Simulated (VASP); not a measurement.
# Zn2InO (P-4m2) in VASP: further runs

Zn2InO is run at these levels: PBE; tasks: single point, relaxation of shape and atoms at fixed volume.

Program: VASP 6.6.1. These are calculated values, not measurements. Logs are shortened: lines on timing, memory, paths and dates and some standing lists are left out, and cuts for length are marked.

### Step 1. The cell of the first run

Symmetry: P-4m2, No. 115, tetragonal system. Conventional cell: a = 3.288 Å, b = 3.288 Å, c = 6.898 Å, α = 90.00°, β = 90.00°, γ = 90.00°. Zn (site symmetry 2mm) has 2 O at 2.03 Å and 2 In at 2.79 Å within 2.8 Å. In (site symmetry -4m2) has 4 Zn at 2.79 Å and 4 In at 3.29 Å within 3.7 Å. O (site symmetry -4m2) has 4 Zn at 2.03 Å within 2.7 Å.

### Step 2. Single point, PBE (18.65 Å³/atom)

The input, INCAR:

```
SYSTEM = Zn2InO
PREC     = Accurate       ! precision mode
ENCUT    = 520            ! plane-wave cutoff, eV
EDIFF    = 1E-7           ! SCF threshold, eV
ISMEAR   = 0              ! smearing method
SIGMA    = 0.1            ! smearing width, eV
LREAL    = .False.        ! projectors in reciprocal space
LASPH    = .True.         ! aspherical terms in the spheres
NELM     = 60             ! most SCF steps
ALGO     = Normal         ! electronic algorithm
ISIF     = 2              ! what is computed and relaxed
LWAVE    = .False.        ! write WAVECAR
LCHARG   = .True.         ! write CHGCAR
GGA      = PE             ! functional
LELF     = .True.         ! ELF
LVHAR    = .True.       
NBANDS   = 30             ! bands
```

The input, KPOINTS:

```
Automatic mesh
0
Gamma
  14 14 8
  0 0 0
```

The input, POSCAR:

```
Zn2InO
1.0
    3.2881634454      0.0000000000      0.0000000000
    0.0000000000      3.2881634454      0.0000000000
    0.0000000000      0.0000000000      6.8979095963
Zn In O
2 1 1
Direct
    0.5000000000      0.0000000000      0.8269086950
    0.0000000000      0.5000000000      0.1730913050
    0.5000000000      0.5000000000      0.5000000000
    0.0000000000      0.0000000000      0.0000000000
```

Potentials or basis: VASP PAW PBE potentials, release 64 (Zn, In_d, O).

Launch:

```bash
$ cat potpaw_PBE.64/Zn/POTCAR potpaw_PBE.64/In_d/POTCAR potpaw_PBE.64/O/POTCAR > POTCAR
$ mpirun -np 1 vasp_std > vasp.out
```

OUTCAR:

```text
SYSTEM = Zn2InO
   PREC = Accurate
   ENCUT = 520
   EDIFF = 1E-7
   ISMEAR = 0
   LREAL = .False.
   LASPH = .True.
   NELM = 60
   ISIF = 2
   GGA = PE

 ion  position               nearest neighbor table
   1  0.500  0.000  0.827-   4 2.03   4 2.03   3 2.79   3 2.79
   2  0.000  0.500  0.173-   4 2.03   4 2.03   3 2.79   3 2.79
   3  0.500  0.500  0.500-   1 2.79   2 2.79   1 2.79   2 2.79
   4  0.000  0.000  0.000-   1 2.03   2 2.03   2 2.03   1 2.03

  LATTYP: Found a simple tetragonal cell.
 ALAT       =     3.2881634454
 C/A-ratio  =     2.0978000975

  Lattice vectors:

 A1 = (   3.2881634454,   0.0000000000,   0.0000000000)
 A2 = (   0.0000000000,   3.2881634454,   0.0000000000)
 A3 = (   0.0000000000,   0.0000000000,   6.8979095963)

Analysis of symmetry for initial positions (statically):
=====================================================================
 Subroutine PRICEL returns:
 Original cell was already a primitive cell.

 Routine SETGRP: Setting up the symmetry group for a
 simple tetragonal supercell.

 Subroutine GETGRP returns: Found  8 space group operations
 (whereof  8 operations were pure point group operations)
 out of a pool of 16 trial point group operations.

The static configuration has the point symmetry D_2d.

Analysis of symmetry for dynamics (positions and initial velocities):
=====================================================================
 Subroutine PRICEL returns:
 Original cell was already a primitive cell.

 Routine SETGRP: Setting up the symmetry group for a
 simple tetragonal supercell.

 Subroutine GETGRP returns: Found  8 space group operations
 (whereof  8 operations were pure point group operations)
 out of a pool of 16 trial point group operations.

The dynamic configuration has the point symmetry D_2d.

 Subroutine INISYM returns: Found  8 space group operations
 (whereof  8 operations are pure point group operations),
 and found     1 'primitive' translations

----------------------------------------------------------------------------------------

                                     Primitive cell

  volume of cell :      74.5803

  direct lattice vectors                    reciprocal lattice vectors
     3.288163445  0.000000000  0.000000000     0.304121135  0.000000000  0.000000000
     0.000000000  3.288163445  0.000000000     0.000000000  0.304121135  0.000000000
     0.000000000  0.000000000  6.897909596     0.000000000  0.000000000  0.144971456

  length of vectors
     3.288163445  3.288163445  6.897909596     0.304121135  0.304121135  0.144971456

  position of ions in fractional coordinates (direct lattice)
     0.500000000  0.000000000  0.826908695
     0.000000000  0.500000000  0.173091305
     0.500000000  0.500000000  0.500000000
     0.000000000  0.000000000  0.000000000

  ion indices of the primitive-cell ions
   primitive index   ion index
                 1           1
                 2           2
                 3           3
                 4           4

----------------------------------------------------------------------------------------

 KPOINTS: Automatic mesh

Automatic generation of k-mesh.
 Grid dimensions read from file:
 generate k-points for:   14   14    8

 Generating k-lattice:

  Cartesian coordinates                     Fractional coordinates (reciprocal lattice)
     0.021722938  0.000000000  0.000000000     0.071428571  0.000000000  0.000000000
     0.000000000  0.021722938  0.000000000     0.000000000  0.071428571  0.000000000
     0.000000000  0.000000000  0.018121432     0.000000000  0.000000000  0.125000000

  Length of vectors
     0.021722938  0.021722938  0.018121432

  Shift w.r.t. Gamma in fractional coordinates (k-lattice)
     0.000000000  0.000000000  0.000000000

 Subroutine IBZKPT returns following result:
 ===========================================

 Found    180 irreducible k-points:

 Following reciprocal coordinates:
            Coordinates               Weight
  0.000000  0.000000  0.000000      1.000000
  0.071429  0.000000  0.000000      4.000000
  0.142857  0.000000  0.000000      4.000000
  0.214286  0.000000  0.000000      4.000000
  0.285714  0.000000  0.000000      4.000000
  0.357143  0.000000  0.000000      4.000000
[... 16 lines left out ...]
  0.285714  0.214286  0.000000      8.000000
  0.357143  0.214286  0.000000      8.000000
 [... further k-points ...]
   k-points           NKPTS =    180   k-points in BZ     NKDIM =    180   number of bands    NBANDS=     30
   number of dos      NEDOS =    301   number of ions     NIONS =      4
   total plane-waves  NPLWV =  31104
   dimension x,y,z NGX =    24 NGY =   24 NGZ =   54
   dimension x,y,z NGXF=    48 NGYF=   48 NGZF=  108
   ions per type =               2   1   1
   NGX,Y,Z   is equivalent  to a cutoff of  12.13, 12.13, 13.01 a.u.
   NGXF,Y,Z  is equivalent  to a cutoff of  24.27, 24.27, 26.03 a.u.
 SYSTEM =  Zn2InO
[... 40 lines left out ...]
 non-spin polarized calculation
 Gauss-broadening in eV      SIGMA  =   0.10
  energy-cutoff  :      520.00
  volume of cell :       74.58
 maximum number of plane-waves:      2040
   NGX = 13   NGY = 13   NGZ = 25

 number of electron      42.9999955 magnetization

 Free energy of the ion-electron system (eV)
  ---------------------------------------------------
  ext. energy  EPLUGINS =         0.00000000
  ---------------------------------------------------
  free energy    TOTEN  =       -12.03542882 eV

  energy without entropy =      -12.02988855  energy(sigma->0) =      -12.03265869

 E-fermi :   3.4608     XC(G=0): -10.0879

 val. band max:        3.4568154435   @ k =   0.0714   0.0714   0.1250
 cond. band min:       3.4661883839   @ k =   0.5000   0.5000   0.3750
 fundamental gap:      0.0093729404
 Fermi energy:         3.4608351004

 k-point     1 :       0.0000    0.0000    0.0000
  band No.  band energies     occupation
      1     -15.4242      2.00000
      2     -11.1254      2.00000
      3     -10.8998      2.00000
      4     -10.7480      2.00000
      5     -10.7480      2.00000
      6     -10.7157      2.00000
[... 22 lines left out ...]
     29      12.5224      0.00000
     30      13.3836      0.00000

 k-point     2 :       0.0714    0.0000    0.0000
  band No.  band energies     occupation
      1     -15.4134      2.00000
      2     -11.1140      2.00000
      3     -10.8943      2.00000
      4     -10.7561      2.00000
      5     -10.7474      2.00000
      6     -10.7211      2.00000
[... 22 lines left out ...]
     29      12.6699      0.00000
     30      13.6135      0.00000

 k-point     3 :       0.1429    0.0000    0.0000
  band No.  band energies     occupation
      1     -15.3830      2.00000
      2     -11.0843      2.00000
      3     -10.8765      2.00000
      4     -10.7785      2.00000
      5     -10.7455      2.00000
      6     -10.7362      2.00000
[... 22 lines left out ...]
     29      12.7600      0.00000
     30      13.0654      0.00000

 k-point     4 :       0.2143    0.0000    0.0000
  band No.  band energies     occupation
      1     -15.3384      2.00000
      2     -11.0484      2.00000
      3     -10.8444      2.00000
      4     -10.8102      2.00000
      5     -10.7580      2.00000
      6     -10.7428      2.00000
[... 22 lines left out ...]
     29      13.0417      0.00000
     30      13.3393      0.00000

 k-point     5 :       0.2857    0.0000    0.0000
  band No.  band energies     occupation
      1     -15.2882      2.00000
      2     -11.0185      2.00000
      3     -10.8468      2.00000
      4     -10.7972      2.00000
      5     -10.7820      2.00000
      6     -10.7398      2.00000
[... 22 lines left out ...]
     29      13.4073      0.00000
     30      13.7475      0.00000
[... 526 lines left out ...]
     29      12.5821      0.00000
     30      13.3431      0.00000

 k-point    22 :       0.2143    0.2143    0.0000
  band No.  band energies     occupation
      1     -15.2577      2.00000
      2     -10.9352      2.00000
      3     -10.8246      2.00000
      4     -10.8066      2.00000
      5     -10.8053      2.00000
      6     -10.7994      2.00000
[... 22 lines left out ...]
     29      12.3860      0.00000
     30      12.5866      0.00000

 k-point    23 :       0.2857    0.2143    0.0000
  band No.  band energies     occupation
      1     -15.2106      2.00000
      2     -10.8894      2.00000
      3     -10.8390      2.00000
      4     -10.8367      2.00000
      5     -10.7987      2.00000
      6     -10.7876      2.00000
[... 22 lines left out ...]
     29      12.1747      0.00000
     30      12.8566      0.00000

 k-point    24 :       0.3571    0.2143    0.0000
  band No.  band energies     occupation
      1     -15.1674      2.00000
      2     -10.8732      2.00000
      3     -10.8650      2.00000
      4     -10.8586      2.00000
      5     -10.7953      2.00000
      6     -10.7408      2.00000
[... 22 lines left out ...]
     29      12.0263      0.00000
     30      12.7581      0.00000

 [... further k-points ...]
[... 5 lines left out ...]
  --------------------------------------------------------------------------------------
  -------------------------------------------------------------------------------------
  Total       -1.2931450     -1.2931450     -1.3083833      0.0000000      0.0000000      0.0000000
  in kB      -27.7800819    -27.7800819    -28.1074394      0.0000000      0.0000000      0.0000000
  external PRESSURE =     -27.8892011 kB  Pullay stress =       0.0000000 kB

 VOLUME and BASIS-vectors are now :
 -----------------------------------------------------------------------------
  energy-cutoff  :      520.00
  volume of cell :       74.58
      direct lattice vectors                 reciprocal lattice vectors
     3.288163445  0.000000000  0.000000000     0.304121135  0.000000000  0.000000000
     0.000000000  3.288163445  0.000000000     0.000000000  0.304121135  0.000000000
     0.000000000  0.000000000  6.897909596     0.000000000  0.000000000  0.144971456

 POSITION                                       TOTAL-FORCE (eV/Angst)
 -----------------------------------------------------------------------------------
      1.64408      0.00000      5.70394         0.000000      0.000000     -0.059438
      0.00000      1.64408      1.19397        -0.000000      0.000000      0.059438
      1.64408      1.64408      3.44895        -0.000000     -0.000000      0.000000
      0.00000      0.00000      0.00000        -0.000000      0.000000      0.000000
 -----------------------------------------------------------------------------------
    total drift:                                0.000000      0.000000      0.000000

  FREE ENERGIE OF THE ION-ELECTRON SYSTEM (eV)
  ---------------------------------------------------
  free  energy   TOTEN  =       -12.0354288223 eV

  energy  without entropy=      -12.0298885485  energy(sigma->0) =      -12.03265869
```

Run time: 2.1 min. Hardware: 1 thread of Intel Xeon 6975P-C (Granite Rapids), shared host; peak memory 0.46 GiB.

What came out:

* Free energy: -12.0354 eV
* Pressure: -2.8 GPa
* Largest force: 0.059 eV/Å
* Band gap on the k mesh: zero (an odd number of electrons rules out a gap without spin polarisation)

Forces on the atoms (eV/Å):
```
Zn   0.000  0.000 -0.059
Zn   0.000  0.000  0.059
In   0.000  0.000  0.000
O    0.000  0.000  0.000
```

Caveat: spin-orbit coupling is left out, which moves the levels of the heavy elements; an odd number of electrons without spin polarisation forces a metal; a magnetic or distorted state may lie lower.

### Step 3. Single point, PBE (19.35 Å³/atom)

This run uses another cell than the first one, of 19.35 Å³/atom.

The input, INCAR:

```
SYSTEM = Zn2InO
PREC = Accurate
ENCUT = 520
EDIFF = 1E-6
ISMEAR = 0
SIGMA = 0.1
LREAL = .FALSE.
LASPH = .TRUE.
NELM = 80
ALGO = Normal
ISIF = 2
LWAVE = .FALSE.
LCHARG = .FALSE.
GGA = PE
NBANDS = 30
```

The input, KPOINTS:

```
Automatic mesh
0
G
  14 14 8
  0 0 0
```

The input, POSCAR:

```
Zn2InO
1.0
    3.3420318802      0.0000000000      0.0000000000
    0.0000000000      3.3420318802      0.0000000000
    0.0000000000      0.0000000000      6.9293091112
Zn In O
2 1 1
Direct
    0.5000000000      0.0000000000      0.8290394212
    0.0000000000      0.5000000000      0.1709605788
    0.5000000000      0.5000000000      0.5000000000
    0.0000000000      0.0000000000      0.0000000000
```

Potentials or basis: VASP PAW PBE potentials, release 64 (Zn, In_d, O).

Launch:

```bash
$ cat potpaw_PBE.64/Zn/POTCAR potpaw_PBE.64/In_d/POTCAR potpaw_PBE.64/O/POTCAR > POTCAR
$ mpirun -np 1 vasp_std > vasp.out
```

It took 3 min on 1 thread of Intel Xeon 6975P-C (Granite Rapids), shared host; peak memory 0.49 GiB.

It converged, with:

```
Free energy            : -11.9720 eV
Pressure               : -4.4 GPa
Largest force          : 0.054 eV/Å
Band gap on the k mesh : zero (an odd number of electrons rules out a gap without spin polarisation)
```

Forces on the atoms (eV/Å):
```
Zn   0.000  0.000 -0.054
Zn   0.000  0.000  0.054
In   0.000  0.000  0.000
O    0.000  0.000  0.000
```

Levels at points of the mesh, in eV from the Fermi level:
| k point | band 19 | band 20 | band 21 | band 22 | band 23 | band 24 | band 25 | band 26 |
| --- | --- | --- | --- | --- | --- | --- | --- | --- |
| (0.00, 0.00, 0.00) | -2.84 | -2.84 | -1.24 | -0.90 | 5.97 | 5.97 | 6.09 | 6.81 |
| (0.50, 0.00, 0.00) | -3.96 | -2.65 | -2.56 | -1.33 | 2.50 | 3.20 | 3.75 | 7.68 |
| (0.50, 0.50, 0.00) | -3.97 | -2.17 | -0.62 | -0.62 | 1.35 | 2.67 | 3.28 | 3.71 |
| (0.00, 0.00, 0.50) | -3.55 | -2.83 | -2.83 | 1.78 | 2.88 | 5.78 | 5.78 | 8.64 |
| (0.50, 0.00, 0.50) | -4.52 | -2.56 | -1.80 | -0.33 | 0.84 | 3.24 | 5.55 | 6.49 |
| (0.50, 0.50, 0.50) | -3.99 | -1.78 | -0.73 | -0.73 | -0.17 | 4.03 | 4.12 | 4.12 |

Caveat: the cell stands under tension; spin-orbit coupling is left out, which moves the levels of the heavy elements; an odd number of electrons without spin polarisation forces a metal; a magnetic or distorted state may lie lower.

### Step 4. Relaxation of shape and atoms at fixed volume, PBE (18.12 Å³/atom)

This run uses another cell than the first one, of 18.12 Å³/atom.

The input, INCAR:

```
PREC = Accurate ; ENCUT = 600
EDIFF = 1E-7 ; ISMEAR = 0
SIGMA = 0.1 ; LREAL = False
LASPH = True ; NELM = 100
ALGO = Normal ; ISIF = 4
LWAVE = False ; LCHARG = False
GGA = PE ; IBRION = 2
NSW = 50 ; EDIFFG = -0.01
```

The input, KPOINTS:

```
regular mesh
0
Gamma
  14 14 8
```

The input, POSCAR:

```
Zn2InO
1.0
    3.2374296136      0.0000000000      0.0000000000
    0.0000000000      3.2374296136      0.0000000000
    0.0000000000      0.0000000000      6.9144076680
Zn In O
2 1 1
Direct
    0.5000000000      0.0000000000      0.8235642468
    0.0000000000      0.5000000000      0.1764357532
    0.5000000000      0.5000000000      0.5000000000
    0.0000000000      0.0000000000      0.0000000000
```

Launch:

```bash
$ cat potpaw_PBE.64/Zn/POTCAR potpaw_PBE.64/In_d/POTCAR potpaw_PBE.64/O/POTCAR > POTCAR
$ mpirun -np 1 vasp_std > vasp.out
```

Run time: 6.6 min. Hardware: 1 thread of Intel Xeon 6975P-C (Granite Rapids), shared host; peak memory 0.53 GiB.

The run converged. Its results:

| Quantity | Value |
| --- | --- |
| Free energy | -12.0652 eV |
| Energy gained by relaxing | 0.2 meV/atom |
| Ionic steps | 3 |
| Pressure after relaxing | -1.5 GPa |
| Largest force after relaxing | 0.008 eV/Å |
| Band gap on the k mesh | zero (an odd number of electrons rules out a gap without spin polarisation) |

Forces in eV/Å, atoms in the order of the input:
```
Zn   0.000  0.000 -0.008
Zn   0.000  0.000  0.008
In   0.000  0.000  0.000
O    0.000  0.000  0.000
```

The path:
| step | energy change (eV) | largest force (eV/Å) | pressure (GPa) | volume (Å³) |
| --- | --- | --- | --- | --- |
| 1 | 0.0000 | 0.0516 | -1.70 | 72.47 |
| 2 | -0.0006 | 0.0289 | -1.64 | 72.47 |
| 3 | -0.0010 | 0.0080 | -1.52 | 72.47 |

Final structure:
```cif
data_structure
_symmetry_space_group_name_H-M 'P 1'
_symmetry_Int_Tables_number 1
_cell_length_a 3.2459
_cell_length_b 3.2459
_cell_length_c 6.8784
_cell_angle_alpha 90.000
_cell_angle_beta 90.000
_cell_angle_gamma 90.000
_cell_volume 72.47
loop_
_atom_site_label
_atom_site_type_symbol
_atom_site_fract_x
_atom_site_fract_y
_atom_site_fract_z
_atom_site_occupancy
Zn1 Zn 0.50000 0.00000 0.82452 1
Zn2 Zn 0.00000 0.50000 0.17548 1
In1 In 0.50000 0.50000 0.50000 1
O1 O 0.00000 0.00000 0.00000 1
```

Levels at points of the mesh, in eV from the Fermi level:
```
           k point  band 19  band 20  band 21  band 22  band 23  band 24  band 25
(0.00, 0.00, 0.00)    -2.81    -2.81    -1.42    -0.77     6.25     6.36     6.36
(0.50, 0.00, 0.00)    -4.02    -2.93    -2.51    -1.49     2.58     3.46     3.89
(0.50, 0.50, 0.00)    -4.08    -2.00    -0.68    -0.68     1.32     2.97     3.24
(0.00, 0.00, 0.50)    -3.72    -2.79    -2.79     1.89     2.99     6.14     6.14
(0.50, 0.00, 0.50)    -4.71    -2.51    -2.01    -0.40     0.86     3.29     5.86
(0.50, 0.50, 0.50)    -4.10    -1.56    -0.79    -0.79    -0.18     4.02     4.39
```

Caveat: spin-orbit coupling is left out, which moves the levels of the heavy elements; an odd number of electrons without spin polarisation forces a metal; a magnetic or distorted state may lie lower.

### Step 5. Overview

```csv
task,cell,cutoff (eV),gap on the mesh (eV),pressure (GPa),largest force (eV/Å)
single point,"a = 3.288, b = 3.288, c = 6.898 Å, 4 atoms, atomic positions A",520,none,-2.8,0.06
single point,"a = 3.342, b = 3.342, c = 6.929 Å, 4 atoms, atomic positions B",520,none,-4.4,0.05
relaxation of shape and atoms at fixed volume,"relaxed from a = 3.237, b = 3.237, c = 6.914 Å, 4 atoms, atomic positions C",600,none,-1.5,0.01
```

Alike in all rows: level PBE; potentials or basis VASP PAW PBE potentials, release 64 (Zn, In_d, O); no spin polarisation; k mesh 14 × 14 × 8; smearing gaussian 0.1 eV.

Caveats: spin-orbit coupling is left out, which moves the levels of the heavy elements; an odd number of electrons without spin polarisation forces a metal; a magnetic or distorted state may lie lower; the cell stands under tension (at least some runs).

Total energies depend on the potentials used, so only differences within one code and one set of settings carry meaning.
